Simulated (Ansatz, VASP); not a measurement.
**TaN: VASP beside Ansatz**

INCAR

```
SYSTEM = TaN
PREC     = Accurate       ! precision mode
ENCUT    = 600            ! plane-wave cutoff, eV
EDIFF    = 1E-6           ! SCF threshold, eV
ISMEAR   = -1             ! smearing method
SIGMA    = 0.05           ! smearing width, eV
LREAL    = .False.        ! projectors in reciprocal space
LASPH    = .True.         ! aspherical terms in the spheres
NELM     = 60             ! most SCF steps
ALGO     = Normal         ! electronic algorithm
ISIF     = 3              ! what is computed and relaxed
LWAVE    = .False.        ! write WAVECAR
LCHARG   = .False.        ! write CHGCAR
GGA      = PE             ! functional
IBRION   = 2              ! ionic algorithm
NSW      = 60             ! ionic steps
EDIFFG   = -0.01          ! ionic threshold
```

KPOINTS

```
regular mesh
0
Gamma
  6 6 9
  0 0 0
```

POSCAR

```
TaN
1.0
    5.1960000000      0.0000000000      0.0000000000
   -2.5980000000      4.4998679981      0.0000000000
    0.0000000000      0.0000000000      2.9110000000
Ta N
3 3
Direct
    0.0000000000      0.0000000000      0.0000000000
    0.6666666667      0.3333333333      0.5000000000
    0.3333333333      0.6666666667      0.5000000000
    0.0000000000      0.3928500000      0.0000000000
    0.6071500000      0.6071500000      0.0000000000
    0.3928500000      0.0000000000      0.0000000000
```

Contents of input.yaml:

```yaml
crystal:
  lattice:
    - [5.196, 0.0, 0.0]
    - [-2.598, 4.4998679981, 0.0]
    - [0.0, 0.0, 2.911]
  atoms:
    - { symbol: Ta, position: [0.0, 0.0, 0.0] }
    - { symbol: Ta, position: [0.6666666667, 0.3333333333, 0.5] }
    - { symbol: Ta, position: [0.3333333333, 0.6666666667, 0.5] }
    - { symbol: "N", position: [0.0, 0.39285, 0.0] }
    - { symbol: "N", position: [0.60715, 0.60715, 0.0] }
    - { symbol: "N", position: [0.39285, 0.0, 0.0] }
hamiltonian:
  xc: pbe
  pseudopotentials: { kind: paw }
kpoints:
  mp_grid: { grid: [6, 6, 9] }
scf:
  occupations: { method: fermi_dirac, width: 0.05 }
output:
  forces: true
  stress: true
  eigenvalues: true
  write_density: true
  write_potential: true
  elf: true
  volumetric_format: npy
relax:
  f_tol: 0.01
  max_steps: 40
  cell: { stress_tol: 0.05 }
```

Alike in both runs: task relaxation of cell and atoms; functional PBE; k mesh 6 × 6 × 9; occupations fermi-dirac, width 0.05 eV; no spin polarisation.

|  | VASP | Ansatz |
| --- | --- | --- |
| version | VASP 6.6.1 | Ansatz 0.2.0 |
| potentials or method | VASP PAW PBE potentials, release 64 (Ta_pv, N) | Ansatz PAW |
| plane-wave cutoff (eV) | 600 | 420 |
| valence electrons in the cell | 48 | 54 |

|  | VASP | Ansatz | Ansatz less VASP |
| --- | --- | --- | --- |
| gap on the k mesh at the Fermi level, each at its own relaxed structure (eV) | none | none | - |
| relaxed volume (Å³/atom) | 11.55 | 11.52 | -0.027 |
| relaxed cell length with the largest relative difference (Å) | 5.233 | 5.228 | -0.0049 |

A gap of «none» marks a metal or a gap that the smearing closes. VASP's potentials hold 48 valence electrons a cell and Ansatz's 54, so a difference there can come from the potentials and not from the codes.

Spin-orbit coupling is off throughout. Noted on Ansatz's run: the plane-wave basis is chosen anew once the cell has moved, so the energies of steps on either side of that aren't comparable.
